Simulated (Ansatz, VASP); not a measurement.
**C in VASP and in Ansatz**

Contents of POSCAR:

```
C
1.0
    0.0000000000      1.7592674508      1.7592674508
    1.7592674508      0.0000000000      1.7592674508
    1.7592674508      1.7592674508      0.0000000000
C
2
Direct
    0.7500000000      0.7500000000      0.7500000000
    0.5000000000      0.5000000000      0.5000000000
```

The input INCAR.step1:

```
SYSTEM = C
ALGO = Normal ; EDIFF = 1E-5
ENCUT = 520 ; GGA = PE
ISIF = 2 ; ISMEAR = -1
LASPH = .True. ; LREAL = .False.
LWAVE = .True. ; NBANDS = 11
NELM = 80 ; PREC = Accurate
SIGMA = 0.05
```

INCAR.step2

```
SYSTEM = C
AEXX = 0.25 ; ALGO = Normal
EDIFF = 1E-6 ; ENCUT = 520
GGA = PE ; ISIF = 2
ISMEAR = -1 ; ISTART = 1
LASPH = .True. ; LCHARG = .True.
LELF = .True. ; LHFCALC = .True.
LREAL = .False. ; LVHAR = .True.
LWAVE = .False. ; NBANDS = 11
NELM = 80 ; PREC = Accurate
PRECFOCK = Normal ; SIGMA = 0.05
```

KPOINTS

```
k-points
0
Gamma
  8 8 8
  0 0 0
```

Contents of input:

```
crystal:
  lattice:
    - [0.0, 1.7592674508, 1.7592674508]
    - [1.7592674508, 0.0, 1.7592674508]
    - [1.7592674508, 1.7592674508, 0.0]
  atoms:
    - { symbol: C, position: [0.75, 0.75, 0.75] }
    - { symbol: C, position: [0.5, 0.5, 0.5] }
hamiltonian:
  xc: pbe0
  pseudopotentials: { kind: paw }
kpoints:
  mp_grid: { grid: [8, 8, 8] }
scf:
  occupations: { method: fermi_dirac, width: 0.05 }
output:
  forces: true
  stress: true
  eigenvalues: true
  write_density: true
  write_potential: true
  elf: true
  volumetric_format: npy
```

Alike in both runs: task single point; functional PBE0; k mesh 8 × 8 × 8; occupations fermi-dirac, width 0.05 eV; no spin polarisation.

|  | VASP | Ansatz |
| --- | --- | --- |
| version | VASP 6.6.1 | Ansatz 0.2.0 |
| potentials or method | VASP PAW PBE potentials, release 64 (C) | Ansatz PAW |
| plane-wave cutoff (eV) | 520 | 420 |
| valence electrons in the cell | 8 | 8 |

|  | VASP | Ansatz | Ansatz less VASP |
| --- | --- | --- | --- |
| gap on the k mesh at the Fermi level (eV) | 6.15 | 6.14 | -0.007 |
| least direct gap on the mesh (eV) | 7.84 | 7.83 | -0.011 |
| pressure (GPa) | 12.1 | 11.1 | -1.01 |

The functional is the same, so the differences come from potentials, cutoffs and numerics.
